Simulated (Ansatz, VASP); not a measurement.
# KI in VASP and in Ansatz

```
K I
1.0
     0.00000    3.54457    3.54457
     3.54457    0.00000    3.54457
     3.54457    3.54457    0.00000
K I
1 1
Direct
  0.00000 0.00000 0.00000
  0.50000 0.50000 0.50000
```

Alike in both runs: task single point; functional PBEsol; k mesh 4 × 4 × 4; occupations methfessel-paxton of order 1, width 0.5 eV; no spin polarisation.

|  | VASP | Ansatz |
| --- | --- | --- |
| version | VASP 6.6.1 | Ansatz 0.2.0 |
| potentials or method | VASP PAW PBE potentials, release 64 (K_sv, I) | plane waves |
| plane-wave cutoff (eV) | 520 | 420 |
| valence electrons in the cell | 16 | 26 |

|  | VASP | Ansatz | Ansatz less VASP |
| --- | --- | --- | --- |
| pressure (GPa) | -0.5 | -0.4 | +0.08 |

VASP's potentials were made for PBE, not for PBEsol. With one functional, cell and mesh, what is left measures potentials, basis and numerics. VASP's potentials hold 16 valence electrons a cell and Ansatz's 26, so a difference there can come from the potentials and not from the codes.

Neither program's run includes spin-orbit coupling.
